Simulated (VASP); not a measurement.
# Hg (P6_3/mmc) in VASP: relaxation of cell and atoms with BLYP

Aim: the relaxation of cell and atoms of Hg with BLYP.

Program: VASP 6.6.1. These are calculated values, not measurements. Logs are shortened: lines on timing, memory, paths and dates and some standing lists are left out, and cuts for length are marked.

### 1 The cell of the first run

The structure is hexagonal, space group P6_3/mmc (No. 194). Conventional cell: a = 3.195 Å, b = 3.195 Å, c = 10.436 Å, α = 90.00°, β = 90.00°, γ = 120.00°. Hg (site symmetry -3m) has 12 Hg at 3.20 Å within 4.2 Å. Hg (site symmetry -6m2) has 12 Hg at 3.20 Å within 4.2 Å.

### 2 Relaxation of cell and atoms, BLYP

INCAR

```
PREC = Accurate
ENCUT = 600
EDIFF = 1E-7
ISMEAR = -1
SIGMA = 0.1
LREAL = F
LASPH = T
NELM = 100
ALGO = Normal
ISIF = 3
LWAVE = F
LCHARG = F
GGA = B5
ALDAX = 1.0
AGGAX = 1.0
AGGAC = 1.0
ALDAC = 0.0
IBRION = 2
NSW = 80
EDIFFG = -0.01
```

KPOINTS

```
Automatic mesh
0
Gamma
  11 11 3
```

POSCAR

```
Hg
1.0
    3.1954827370      0.0000000000      0.0000000000
   -1.5977413685      2.7673692276      0.0000000000
    0.0000000000      0.0000000000     10.4364466190
Hg
4
Direct
    0.0000000000      0.0000000000      0.0000000000
    0.0000000000      0.0000000000      0.5000000000
    0.3333333333      0.6666666667      0.2500000000
    0.6666666667      0.3333333333      0.7500000000
```

Potentials or basis: VASP PAW PBE potentials, release 64 (Hg).

Started as:

```bash
$ cat potpaw_PBE.64/Hg/POTCAR > POTCAR
$ mpirun -np 1 vasp_std > vasp.out
```

OUTCAR:

```text
PREC = Accurate
   ENCUT = 600
   EDIFF = 1E-7
   ISMEAR = -1
   LREAL = F
   LASPH = T
   NELM = 100
   ISIF = 3
   GGA = B5
   IBRION = 2
   NSW = 80
   EDIFFG = -0.01

 ion  position               nearest neighbor table
   1  0.000  0.000  0.000-   3 3.20   4 3.20   4 3.20   3 3.20   4 3.20   3 3.20
   2  0.000  0.000  0.500-   3 3.20   4 3.20   4 3.20   3 3.20   4 3.20   3 3.20
   3  0.333  0.667  0.250-   1 3.20   2 3.20   1 3.20   2 3.20   1 3.20   2 3.20
   4  0.667  0.333  0.750-   1 3.20   2 3.20   1 3.20   2 3.20   1 3.20   2 3.20

  LATTYP: Found a hexagonal cell.
 ALAT       =     3.1954827370
 C/A-ratio  =     3.2660000000

  Lattice vectors:

 A1 = (   3.1954827370,   0.0000000000,   0.0000000000)
 A2 = (  -1.5977413685,   2.7673692276,   0.0000000000)
 A3 = (   0.0000000000,   0.0000000000,  10.4364466190)

Analysis of symmetry for initial positions (statically):
=====================================================================
 Subroutine PRICEL returns:
 Original cell was already a primitive cell.

 Routine SETGRP: Setting up the symmetry group for a
 hexagonal supercell.

 Subroutine GETGRP returns: Found 24 space group operations
 (whereof 12 operations were pure point group operations)
 out of a pool of 24 trial point group operations.

The static configuration has the point symmetry D_3d.
 The point group associated with its full space group is D_6h.

Analysis of symmetry for dynamics (positions and initial velocities):
=====================================================================
 Subroutine PRICEL returns:
 Original cell was already a primitive cell.

 Routine SETGRP: Setting up the symmetry group for a
 hexagonal supercell.

 Subroutine GETGRP returns: Found 24 space group operations
 (whereof 12 operations were pure point group operations)
 out of a pool of 24 trial point group operations.

The dynamic configuration has the point symmetry D_3d.
 The point group associated with its full space group is D_6h.

 Subroutine INISYM returns: Found 24 space group operations
 (whereof 12 operations are pure point group operations),
 and found     1 'primitive' translations

----------------------------------------------------------------------------------------

                                     Primitive cell

  volume of cell :      92.2903

  direct lattice vectors                    reciprocal lattice vectors
     3.195482737  0.000000000  0.000000000     0.312941763  0.180677011  0.000000000
    -1.597741368  2.767369228  0.000000000     0.000000000  0.361354022  0.000000000
     0.000000000  0.000000000 10.436446619     0.000000000  0.000000000  0.095818053

  length of vectors
     3.195482737  3.195482737 10.436446619     0.361354022  0.361354022  0.095818053

  position of ions in fractional coordinates (direct lattice)
     0.000000000  0.000000000  0.000000000
     0.000000000  0.000000000  0.500000000
     0.333333333  0.666666667  0.250000000
     0.666666667  0.333333333  0.750000000

  ion indices of the primitive-cell ions
   primitive index   ion index
                 1           1
                 2           2
                 3           3
                 4           4

----------------------------------------------------------------------------------------

 KPOINTS: Automatic mesh

Automatic generation of k-mesh.
 Grid dimensions read from file:
 generate k-points for:   11   11    3

 Generating k-lattice:

  Cartesian coordinates                     Fractional coordinates (reciprocal lattice)
     0.028449251  0.016425183  0.000000000     0.090909091 -0.000000000  0.000000000
     0.000000000  0.032850366  0.000000000     0.000000000  0.090909091  0.000000000
     0.000000000  0.000000000  0.031939351     0.000000000  0.000000000  0.333333333

  Length of vectors
     0.032850366  0.032850366  0.031939351

  Shift w.r.t. Gamma in fractional coordinates (k-lattice)
     0.000000000  0.000000000  0.000000000

 Subroutine IBZKPT returns following result:
 ===========================================

 Found     32 irreducible k-points:

 Following reciprocal coordinates:
            Coordinates               Weight
  0.000000  0.000000  0.000000      1.000000
  0.090909  0.000000  0.000000      6.000000
  0.181818  0.000000  0.000000      6.000000
  0.272727 -0.000000  0.000000      6.000000
  0.363636  0.000000  0.000000      6.000000
  0.454545  0.000000  0.000000      6.000000
[... 16 lines left out ...]
  0.090909  0.090909  0.333333     12.000000
  0.181818  0.090909  0.333333     24.000000
 [... further k-points ...]
   k-points           NKPTS =     32   k-points in BZ     NKDIM =     32   number of bands    NBANDS=     28
   number of dos      NEDOS =    301   number of ions     NIONS =      4
   total plane-waves  NPLWV =  65856
   dimension x,y,z NGX =    28 NGY =   28 NGZ =   84
   dimension x,y,z NGXF=    56 NGYF=   56 NGZF=  168
   ions per type =               4
   NGX,Y,Z   is equivalent  to a cutoff of  14.57, 14.57, 13.38 a.u.
   NGXF,Y,Z  is equivalent  to a cutoff of  29.13, 29.13, 26.76 a.u.
 SYSTEM =  unknown system
   PREC   = accura    normal or accurate (medium, high low for compatibility)
   ISTART =      0    job   : 0-new  1-cont  2-samecut
   ICHARG =      2    charge: 1-file 2-atom 10-const
   ISPIN  =      1    spin polarized calculation?
   LNONCOLLINEAR =      F non collinear calculations
   LSORBIT =      F    spin-orbit coupling
   LASPH  =      T    aspherical Exc in radial PAW
   ENCUT  =  600.0 eV  44.10 Ry    6.64 a.u.   6.38  6.38 20.84*2*pi/ulx,y,z
   NELM   =    100;   NELMIN=  2; NELMDL= -5     # of ELM steps
   EDIFF  = 0.1E-06   stopping-criterion for ELM
   LREAL  =      F    real-space projection
   EDIFFG = -.1E-01   stopping-criterion for IOM
   NSW    =     80    number of steps for IOM
   IBRION =      2    ionic relax: 0-MD 1-quasi-New 2-CG
   NFREE  =      1    steps in history (QN), initial steepest desc. (CG)
   ISIF   =      3    stress and relaxation
   ISYM   =      2    0-nonsym 1-usesym 2-fastsym
   POTIM  = 0.5000    time-step for ionic-motion
   TEBEG  =    0.0;   TEEND  =   0.0 temperature during run
   PSTRESS=    0.0 pullay stress
   NELECT =      48.0000    total number of electrons
   NUPDOWN=      -1.0000    fix difference up-down
   EMIN   =  10.00;   EMAX   =-10.00  energy-range for DOS
   EFERMI =   0.00;   METHOD = LEGACY
   ISMEAR =    -1;   SIGMA  =   0.10  broadening in eV -4-tet -1-fermi 0-gaus
   EFERMI_NEDOS =   21; number of points for ismear=-14 and -15
   IALGO  =     38    algorithm
   IMIX   =      4    mixing-type and parameters
     AMIX     =   0.40;   BMIX     =  1.00
     AMIX_MAG =   1.60;   BMIX_MAG =  1.00
  volume/ion in A,a.u.               =      23.07       155.70
  Fermi-wavevector in a.u.,A,eV,Ry     =   1.316547  2.487914 23.582938  1.733297
  Thomas-Fermi vector in A             =   2.446652
   LORBIT       =      0    0 simple, 1 ext, 2 COOP (PROOUT), +10 PAW based schemes
   GGA     = B5    functional components
   LHFCALC =     F    Hartree Fock is set to
   AEXX    =    0.0000 exact exchange contribution
   IVDW    =     0    specifies the selected vdW correction
   LEPSILON=     F    determine dielectric tensor
   LRPA    =     F    only Hartree local field effects (RPA)
 conjugate gradient relaxation of ions
 non-spin polarized calculation
  energy-cutoff  :      600.00
  volume of cell :       92.29
 maximum number of plane-waves:      3101
 NGX is ok and might be reduce to    28
   NGX = 13   NGY = 13   NGZ = 41

--------------------------------------- Ionic step        1  -------------------------------------------

 number of electron      47.9999997 magnetization

 Free energy of the ion-electron system (eV)
  ---------------------------------------------------
  ext. energy  EPLUGINS =         0.00000000
  ---------------------------------------------------
  free energy    TOTEN  =         2.00023270 eV

  energy without entropy =        2.03776961  energy(sigma->0) =        2.01900115

 E-fermi :   3.2437     XC(G=0): -10.4014

 val. band max:        3.2182816583   @ k =   0.3636   0.0909   0.0000
 cond. band min:       3.2625840498   @ k =   0.3636   0.0000   0.0000
 fundamental gap:      0.0443023914
 Fermi energy:         3.2436504502

 k-point     1 :       0.0000    0.0000    0.0000
  band No.  band energies     occupation
      1      -5.7582      2.00000
      2      -4.7226      2.00000
      3      -4.6883      2.00000
      4      -4.6738      2.00000
      5      -3.7053      2.00000
      6      -3.7053      2.00000
[... 733 lines left out ...]
     27       9.7001      0.00000
     28      10.3776      0.00000

 [... further k-points ...]

------------------------ aborting loop because EDIFF is reached ----------------------------------------

  FORCE on cell =-STRESS in cart. coord.  units (eV):
  Direction    XX          YY          ZZ          XY          YZ          ZX
  --------------------------------------------------------------------------------------
  -------------------------------------------------------------------------------------
  Total        7.4807771      7.4807771      7.7112974      0.0000000      0.0000000      0.0000000
  in kB      129.8676735    129.8676735    133.8695475      0.0000000      0.0000000      0.0000000
  external PRESSURE =     131.2016315 kB  Pullay stress =       0.0000000 kB
[... 61 lines left out ...]
  energy  without entropy=        0.7467635099  energy(sigma->0) =        0.74212620

--------------------------------------- Ionic step        3  -------------------------------------------

 number of electron      48.0000005 magnetization

 E-fermi :   0.2670     XC(G=0):  -8.3408

 val. band max:       -0.3590423453   @ k =   0.2727   0.1818   0.0000
 cond. band min:       0.5848621892   @ k =   0.0000   0.0000   0.0000
 fundamental gap:      0.9439045344
 Fermi energy:         0.2669990578

 k-point     1 :       0.0000    0.0000    0.0000
  band No.  band energies     occupation
      1      -5.7749      2.00000
      2      -5.7476      2.00000
      3      -5.6351      2.00000
      4      -5.6349      2.00000
      5      -5.4502      2.00000
      6      -5.4394      2.00000
[... 733 lines left out ...]
     27       5.5272      0.00000
     28       6.0508      0.00000

 [... further k-points ...]

------------------------ aborting loop because EDIFF is reached ----------------------------------------

  FORCE on cell =-STRESS in cart. coord.  units (eV):
  Direction    XX          YY          ZZ          XY          YZ          ZX
  --------------------------------------------------------------------------------------
  -------------------------------------------------------------------------------------
  Total        1.6193074      1.6193074      1.4344538      0.0000000     -0.0000000      0.0000000
  in kB       18.6263353     18.6263353     16.5000281      0.0000000     -0.0000000      0.0000000
  external PRESSURE =      17.9175662 kB  Pullay stress =       0.0000000 kB
[... 99 lines left out ...]
  energy  without entropy=        0.1723821419  energy(sigma->0) =        0.17238077

--------------------------------------- Ionic step        6  -------------------------------------------

 number of electron      48.0000023 magnetization

 Free energy of the ion-electron system (eV)
  ---------------------------------------------------
  ext. energy  EPLUGINS =         0.00000000
  ---------------------------------------------------
  free energy    TOTEN  =         0.17173336 eV

  energy without entropy =        0.17173552  energy(sigma->0) =        0.17173444

 E-fermi :  -1.1111     XC(G=0):  -6.8765

 val. band max:       -2.4683170957   @ k =   0.2727   0.2727   0.0000
 cond. band min:      -0.0603854075   @ k =   0.0000   0.0000   0.0000
 fundamental gap:      2.4079316881
 Fermi energy:        -1.1111347680

 k-point     1 :       0.0000    0.0000    0.0000
  band No.  band energies     occupation
      1      -6.6480      2.00000
      2      -6.5961      2.00000
      3      -6.5951      2.00000
      4      -6.5620      2.00000
      5      -6.5550      2.00000
      6      -6.5550      2.00000
[... 733 lines left out ...]
     27       3.2787      0.00000
     28       3.7028      0.00000

 [... further k-points ...]

------------------------ aborting loop because EDIFF is reached ----------------------------------------

  FORCE on cell =-STRESS in cart. coord.  units (eV):
  Direction    XX          YY          ZZ          XY          YZ          ZX
  --------------------------------------------------------------------------------------
  -------------------------------------------------------------------------------------
  Total        0.0202489      0.0202489     -0.0367634      0.0000000      0.0000000      0.0000000
  in kB        0.1654176      0.1654176     -0.3003287      0.0000000      0.0000000      0.0000000
  external PRESSURE =       0.0101688 kB  Pullay stress =       0.0000000 kB
[... 19 lines left out ...]
  FREE ENERGIE OF THE ION-ELECTRON SYSTEM (eV)
  ---------------------------------------------------
  free  energy   TOTEN  =         0.1717333622 eV

  energy  without entropy=        0.1717355200  energy(sigma->0) =        0.17173444

 reached required accuracy - stopping structural energy minimisation
```

Run time: 7.1 min. Hardware: 1 thread of AMD EPYC 9R14 (Zen 4), shared host; peak memory 0.26 GiB.

Results:

| Item | Value |
| --- | --- |
| Free energy | 0.1717 eV |
| Relaxed volume | 49.03 Å³/atom |
| Relaxed cell | a = 4.099 Å, b = 4.099 Å, c = 13.478 Å, α = 90.00°, β = 90.00°, γ = 120.00° |
| Space group after relaxing (to 0.1 Å) | P6_3/mmc (No. 194) |
| Energy gained by relaxing | 457.1 meV/atom |
| Ionic steps | 6 |
| Pressure after relaxing | 0.0 GPa |
| Band gap on the k mesh | 2.41 eV (least direct gap 2.70 eV) |

The path:
| step | energy change (eV) | largest force (eV/Å) | pressure (GPa) | volume (Å³) |
| --- | --- | --- | --- | --- |
| 1 | 0.0000 | 0.0000 | 13.12 | 92.29 |
| 2 | -1.2627 | 0.0000 | 3.84 | 119.90 |
| 3 | -1.5871 | 0.0000 | 1.79 | 139.29 |
| 4 | -1.8207 | 0.0000 | 0.20 | 184.12 |
| 5 | -1.8279 | 0.0000 | 0.05 | 192.87 |
| 6 | -1.8285 | 0.0000 | 0.00 | 196.12 |

Final structure:
```
CELL_PARAMETERS angstrom
4.09903 0.00000 0.00000
-2.04951 3.54986 0.00000
0.00000 0.00000 13.47836
ATOMIC_POSITIONS crystal
Hg 0.00000 0.00000 0.00000
Hg 0.00000 0.00000 0.50000
Hg 0.33333 0.66667 0.25000
Hg 0.66667 0.33333 0.75000
```

Caveat: the volume moved by over 15 % at a fixed basis, so the end points are rough; the PAW data sets were made with another functional, which shifts forces and pressure a little; spin-orbit coupling is left out, which moves the levels of the heavy elements; an odd mesh through Γ misses points on the zone boundary, where band edges can lie.
